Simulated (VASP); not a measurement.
AlNi:

```
CELL_PARAMETERS angstrom
2.89308 0.00000 0.00000
0.00000 2.89308 0.00000
0.00000 0.00000 2.89308
ATOMIC_POSITIONS crystal
Al 0.00000 0.00000 0.00000
Ni 0.50000 0.50000 0.50000
```

| Quantity | Value |
| --- | --- |
| Program | VASP 6.6.1 |
| Task | relaxation of cell and atoms |
| Functional | LDA |
| Potentials or basis | VASP PAW LDA potentials, release 64 (Al, Ni) |
| Cutoff | 600 eV |
| k mesh | 14 × 14 × 14 |
| Occupations | gaussian, width 0.1 eV |
| Spin | no spin polarisation |

At the start: pressure -9.9 GPa; volume 12.11 Å³/atom.

Task: How do energy, volume and symmetry change on relaxing?

Result: Over 3 steps the energy falls by 24.0 meV/atom and the volume is 11.38 Å³/atom (-6.0 %); space group Pm-3m (No. 221, to 0.05 Å).

The path:
| step | energy change (eV) | largest force (eV/Å) | pressure (GPa) | volume (Å³) |
| --- | --- | --- | --- | --- |
| 1 | 0.0000 | 0.0000 | -9.87 | 24.21 |
| 2 | -0.0163 | 0.0000 | 9.78 | 21.69 |
| 3 | -0.0480 | 0.0000 | -0.06 | 22.77 |

Final structure:
```
Al Ni
1.0
     2.83428    0.00000    0.00000
     0.00000    2.83428    0.00000
     0.00000    0.00000    2.83428
Al Ni
1 1
Direct
  0.00000 0.00000 0.00000
  0.50000 0.50000 0.50000
```
